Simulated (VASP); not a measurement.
# ScAl3 (P-6m2) in VASP: a series of runs, part 2 of 2

VASP 6.6.1. Earlier steps stand in the parts before.

## Step 3: Single point, PBE

This run uses another cell than the first one, of 18.46 Å³/atom, 1.131 times its volume.

INCAR reads:

```
SYSTEM = ScAl3
ALGO     = Normal         ! electronic algorithm
EDIFF    = 1E-6           ! SCF threshold, eV
ENCUT    = 520            ! plane-wave cutoff, eV
GGA      = PE             ! functional
ISIF     = 2              ! what is computed and relaxed
ISMEAR   = 0              ! smearing method
LASPH    = .TRUE.         ! aspherical terms in the spheres
LCHARG   = .TRUE.         ! write CHGCAR
LELF     = .TRUE.         ! ELF
LREAL    = .FALSE.        ! projectors in reciprocal space
LVHAR    = .TRUE.       
LWAVE    = .FALSE.        ! write WAVECAR
NBANDS   = 18             ! bands
NELM     = 100            ! most SCF steps
PREC     = Accurate       ! precision mode
SIGMA    = 0.1            ! smearing width, eV
```

KPOINTS reads:

```
k-points
0
G
  6 6 2
  0 0 0
```

POSCAR reads:

```
ScAl3
1.0
    3.0091982052      0.0000000031      0.0000000000
   -1.5045991052      2.6060420892      0.0000000000
    0.0000000000      0.0000000000      9.4178398070
Sc Al
1 3
Direct
    0.6666666667      0.3333333333      0.5000000000
    0.3333333333      0.6666666667      0.7588465997
    0.3333333333      0.6666666667      0.2411534003
    0.6666666667      0.3333333333      0.0000000000
```

Potentials or basis: VASP PAW PBE potentials, release 64 (Sc_sv, Al).

Command:

```bash
cat potpaw_PBE.64/Sc_sv/POTCAR potpaw_PBE.64/Al/POTCAR > POTCAR
mpirun -np 1 vasp_std > vasp.out
```

OUTCAR:

```text
SYSTEM = ScAl3
   EDIFF = 1E-6
   ENCUT = 520
   GGA = PE
   ISIF = 2
   ISMEAR = 0
   LASPH = .TRUE.
   LREAL = .FALSE.
   NELM = 100
   PREC = Accurate

 ion  position               nearest neighbor table
   1  0.667  0.333  0.500-   2 2.99   3 2.99   2 2.99   3 2.99   2 2.99   3 2.99
   2  0.333  0.667  0.759-   4 2.86   4 2.86   4 2.86   1 2.99   1 2.99   1 2.99
   3  0.333  0.667  0.241-   4 2.86   4 2.86   4 2.86   1 2.99   1 2.99   1 2.99
   4  0.667  0.333  0.000-   2 2.86   3 2.86   2 2.86   3 2.86   2 2.86   3 2.86

[... 482 lines left out ...]
  Direction    XX          YY          ZZ          XY          YZ          ZX
  --------------------------------------------------------------------------------------
  -------------------------------------------------------------------------------------
  Total        0.0505617      0.0505617      0.0369809      0.0000000      0.0000000      0.0000000
  in kB        1.0968528      1.0968528      0.8022397      0.0000000      0.0000000      0.0000000
  external PRESSURE =       0.9986484 kB  Pullay stress =       0.0000000 kB

 VOLUME and BASIS-vectors are now :
 -----------------------------------------------------------------------------
  energy-cutoff  :      520.00
  volume of cell :       73.86
      direct lattice vectors                 reciprocal lattice vectors
     3.009198205  0.000000003  0.000000000     0.332314434  0.191861829  0.000000000
    -1.504599105  2.606042089  0.000000000    -0.000000000  0.383723656  0.000000000
     0.000000000  0.000000000  9.417839807     0.000000000  0.000000000  0.106181462

 POSITION                                       TOTAL-FORCE (eV/Angst)
 -----------------------------------------------------------------------------------
      1.50460      0.86868      4.70892         0.000000     -0.000000      0.000000
     -0.00000      1.73736      7.14670        -0.000000      0.000000      0.010024
     -0.00000      1.73736      2.27114        -0.000000      0.000000     -0.010024
      1.50460      0.86868      0.00000        -0.000000      0.000000      0.000000
 -----------------------------------------------------------------------------------
    total drift:                               -0.000000      0.000000      0.000000

  FREE ENERGIE OF THE ION-ELECTRON SYSTEM (eV)
  ---------------------------------------------------
  free  energy   TOTEN  =       -17.8380694760 eV

  energy  without entropy=      -17.8283566126  energy(sigma->0) =      -17.83321304
```

OSZICAR:

```text
N       E                     dE             d eps       ncg     rms          rms(c)
DAV:   1     0.140868793561E+03    0.14087E+03   -0.90996E+03   512   0.996E+02
DAV:   2    -0.130456975014E+02   -0.15391E+03   -0.15082E+03   504   0.297E+02
DAV:   3    -0.184618552202E+02   -0.54162E+01   -0.53164E+01   752   0.595E+01
DAV:   4    -0.185766543310E+02   -0.11480E+00   -0.11446E+00   752   0.845E+00
DAV:   5    -0.185795889028E+02   -0.29346E-02   -0.29343E-02   782   0.122E+00    0.727E+00
DAV:   6    -0.179937776194E+02    0.58581E+00   -0.23954E+00   772   0.143E+01    0.281E+00
DAV:   7    -0.179065141537E+02    0.87263E-01   -0.10950E+00   800   0.415E+00    0.154E+00
DAV:   8    -0.178434977832E+02    0.63016E-01   -0.30350E-01   790   0.394E+00    0.505E-01
DAV:   9    -0.178386813409E+02    0.48164E-02   -0.96045E-03   640   0.605E-01    0.205E-01
DAV:  10    -0.178380723708E+02    0.60897E-03   -0.10389E-03   692   0.237E-01    0.717E-02
DAV:  11    -0.178380714425E+02    0.92832E-06   -0.10811E-04   680   0.710E-02    0.302E-02
DAV:  12    -0.178380696479E+02    0.17946E-05   -0.21969E-05   752   0.365E-02    0.718E-03
DAV:  13    -0.178380694760E+02    0.17188E-06   -0.83754E-07   424   0.658E-03
   1 F= -.17838069E+02 E0= -.17833213E+02  d E =-.971286E-02
```

Run time: 30 s. Hardware: 1 thread of AMD EPYC 7R13, shared host; peak memory 0.16 GiB.

Results:

* Free energy: -17.8381 eV
* Pressure: 0.1 GPa
* Largest force: 0.010 eV/Å
* Band gap on the k mesh: zero (band 10 reaches 7.91 eV, above the bottom of band 11 at 5.52 eV)

Forces on the atoms (eV/Å):
```
Sc   0.000  0.000  0.000
Al   0.000  0.000  0.010
Al   0.000  0.000 -0.010
Al   0.000  0.000  0.000
```

Caveat: the k points lie up to 0.40 Å⁻¹ apart.

## Step 4: Relaxation of cell and atoms, PBE

INCAR reads:

```
SYSTEM = ScAl3
PREC     = Accurate       ! precision mode
ENCUT    = 600            ! plane-wave cutoff, eV
EDIFF    = 1E-6           ! SCF threshold, eV
ISMEAR   = 0              ! smearing method
SIGMA    = 0.1            ! smearing width, eV
LREAL    = .False.        ! projectors in reciprocal space
LASPH    = .True.         ! aspherical terms in the spheres
NELM     = 60             ! most SCF steps
ALGO     = Normal         ! electronic algorithm
ISIF     = 3              ! what is computed and relaxed
LWAVE    = .False.        ! write WAVECAR
LCHARG   = .False.        ! write CHGCAR
GGA      = PE             ! functional
IBRION   = 2              ! ionic algorithm
NSW      = 90             ! ionic steps
EDIFFG   = -0.04          ! ionic threshold
```

KPOINTS reads:

```
Automatic mesh
0
Gamma
  6 6 2
  0 0 0
```

POSCAR reads:

```
ScAl3
1.0
    2.8402088500      0.0000000000      0.0000000000
   -1.4201044300      2.4596930200      0.0000000000
    0.0000000000      0.0000000000      9.3493594700
Sc Al
1 3
Direct
    0.6666666700      0.3333333300      0.5000000000
    0.3333333300      0.6666666700      0.7500000000
    0.3333333300      0.6666666700      0.2500000000
    0.6666666700      0.3333333300      0.0000000000
```

Potentials or basis: VASP PAW PBE potentials, release 64 (Sc_sv, Al).

Command:

```bash
cat potpaw_PBE.64/Sc_sv/POTCAR potpaw_PBE.64/Al/POTCAR > POTCAR
mpirun -np 1 vasp_std > vasp.out
```

OUTCAR:

```text
SYSTEM = ScAl3
   PREC = Accurate
   ENCUT = 600
   EDIFF = 1E-6
   ISMEAR = 0
   LREAL = .False.
   LASPH = .True.
   NELM = 60
   ISIF = 3
   GGA = PE
   IBRION = 2
   NSW = 90
   EDIFFG = -0.04

 ion  position               nearest neighbor table
   1  0.667  0.333  0.500-   2 2.86   3 2.86   2 2.86   3 2.86   2 2.86   3 2.86
   2  0.333  0.667  0.750-   1 2.86   4 2.86   1 2.86   4 2.86   1 2.86   4 2.86
   3  0.333  0.667  0.250-   1 2.86   4 2.86   1 2.86   4 2.86   1 2.86   4 2.86
   4  0.667  0.333  0.000-   2 2.86   3 2.86   2 2.86   3 2.86   2 2.86   3 2.86

  LATTYP: Found a hexagonal cell.
 ALAT       =     2.8402088500
 C/A-ratio  =     3.2917859086

  Lattice vectors:

 A1 = (   2.8402088500,   0.0000000000,   0.0000000000)
 A2 = (  -1.4201044300,   2.4596930200,   0.0000000000)
 A3 = (   0.0000000000,   0.0000000000,   9.3493594700)

Analysis of symmetry for initial positions (statically):
[... 229 lines left out ...]
     13       9.7305      0.00000
     14       9.7305      0.00000
[... 408 lines left out ...]
--------------------------------------- Ionic step        7  -------------------------------------------

 number of electron      20.0000000 magnetization

 Free energy of the ion-electron system (eV)
  ---------------------------------------------------
  ext. energy  EPLUGINS =         0.00000000
  ---------------------------------------------------
  free energy    TOTEN  =       -17.83745704 eV

  energy without entropy =      -17.82797746  energy(sigma->0) =      -17.83271725

 E-fermi :   6.7593     XC(G=0): -10.1021

 val. band max:        6.7553705165   @ k =   0.3333   0.3333   0.0000
 cond. band min:       6.8662227061   @ k =   0.3333   0.1667   0.5000
 fundamental gap:      0.1108521896
 Fermi energy:         6.7593242525

 k-point     1 :       0.0000    0.0000    0.0000
  band No.  band energies     occupation
      1     -42.5172      2.00000
      2     -21.2513      2.00000
      3     -20.8156      2.00000
      4     -20.8156      2.00000
      5      -3.6329      2.00000
      6      -1.8828      2.00000
      7      -0.2088      2.00000
      8       3.6504      2.00000
      9       4.2169      2.00000
     10       7.8873      0.00000
     11       8.5316      0.00000
     12       8.5316      0.00000
     13      10.1128      0.00000
     14      10.1128      0.00000
[... 250 lines left out ...]
  FREE ENERGIE OF THE ION-ELECTRON SYSTEM (eV)
  ---------------------------------------------------
  free  energy   TOTEN  =       -17.8374570389 eV

  energy  without entropy=      -17.8279774582  energy(sigma->0) =      -17.83271725

 reached required accuracy - stopping structural energy minimisation
```

OSZICAR:

```text
N       E                     dE             d eps       ncg     rms          rms(c)
DAV:   1     0.174339865767E+03    0.17434E+03   -0.99018E+03   400   0.146E+03
DAV:   2    -0.745415739549E+01   -0.18179E+03   -0.18010E+03   392   0.397E+02
DAV:   3    -0.179295833348E+02   -0.10475E+02   -0.10260E+02   620   0.857E+01
[... 60 lines left out ...]
DAV:   2    -0.178376940804E+02    0.46761E-03   -0.62702E-03   542   0.876E-01    0.108E-01
DAV:   3    -0.178374940971E+02    0.19998E-03   -0.63148E-04   570   0.227E-01    0.475E-02
DAV:   4    -0.178374695126E+02    0.24585E-04   -0.27100E-04   582   0.134E-01    0.209E-02
DAV:   5    -0.178374576964E+02    0.11816E-04   -0.58528E-05   614   0.635E-02    0.666E-03
DAV:   6    -0.178374570389E+02    0.65751E-06   -0.20007E-06   340   0.124E-02
   7 F= -.17837457E+02 E0= -.17832717E+02  d E =-.651499E-02
```

CONTCAR:

```text
ScAl3
   1.00000000000000
     3.0165824641299985   -0.0000000003606863    0.0000000000000000
    -1.5082912376878574    2.6124370512936834   -0.0000000000000000
     0.0000000000000000    0.0000000000000000    9.4169222728406172
  Sc              Al
     1     3
Direct
     0.6666666699999979    0.3333333300000021    0.5000000000000000
     0.3333333300000021    0.6666666699999979    0.7588981282003179
     0.3333333300000021    0.6666666699999979    0.2411018717996821
     0.6666666699999979    0.3333333300000021    0.0000000000000000

  0.00000000E+00  0.00000000E+00  0.00000000E+00
  0.00000000E+00  0.00000000E+00  0.00000000E+00
  0.00000000E+00  0.00000000E+00  0.00000000E+00
  0.00000000E+00  0.00000000E+00  0.00000000E+00
```

Run time: 1.9 min. Hardware: 1 thread of AMD EPYC 7R13, shared host; peak memory 0.19 GiB.

Results:

- Free energy: -17.8375 eV
- Relaxed volume: 18.55 Å³/atom
- Relaxed cell: a = 3.017 Å, b = 3.017 Å, c = 9.417 Å, α = 90.00°, β = 90.00°, γ = 120.00°
- Space group after relaxing (to 0.05 Å): P-6m2 (No. 187)
- Energy gained by relaxing: 94.6 meV/atom
- Ionic steps: 7
- Pressure after relaxing: -0.2 GPa
- Band gap on the k mesh: zero (band 10 reaches 7.89 eV, above the bottom of band 11 at 5.47 eV)

Stress tensor (GPa, compression positive):
```
-0.29  0.00  0.00
 0.00 -0.29  0.00
 0.00  0.00 -0.03
```

The path:
```
step  energy change (eV)  largest force (eV/Å)  pressure (GPa)  volume (Å³)
   1              0.0000                0.7780           11.11        65.32
   2             -0.3383                0.2649           -2.30        76.58
   3             -0.3470                0.3276           -0.78        74.77
   4             -0.3701                0.2295           -0.13        74.22
   5             -0.3718                0.1915            0.12        74.03
   6             -0.3760                0.1131           -0.02        74.11
   7             -0.3783                0.0009           -0.21        74.21
```

Final structure:
```
Sc Al
1.0
     3.01658    0.00000    0.00000
    -1.50829    2.61244    0.00000
     0.00000    0.00000    9.41692
Sc Al
1 3
Direct
  0.66667 0.33333 0.50000
  0.33333 0.66667 0.75890
  0.33333 0.66667 0.24110
  0.66667 0.33333 0.00000
```

Caveat: the k points lie up to 0.40 Å⁻¹ apart in the final cell.

## Step 5: Summary

```tsv
task	cell	cutoff (eV)	gap on the mesh (eV)	pressure (GPa)	largest force (eV/Å)
single point	a = 2.840, b = 2.840, c = 9.349 Å, angles 90.0, 90.0, 120.0°, 4 atoms	520	none	11.1	0.78
single point	a = 3.009, b = 3.009, c = 9.418 Å, angles 90.0, 90.0, 120.0°, 4 atoms	520	none	0.1	0.01
relaxation of cell and atoms	relaxed from a = 2.840, b = 2.840, c = 9.349 Å, angles 90.0, 90.0, 120.0°, 4 atoms	600	none	-0.2	-
```

Alike in all rows: level PBE; potentials or basis VASP PAW PBE potentials, release 64 (Sc_sv, Al); no spin polarisation; k mesh 6 × 6 × 2; smearing gaussian 0.1 eV.

Caveats: all runs use coarse meshes.

Total energies depend on the potentials used, so only differences within one code and one set of settings carry meaning.
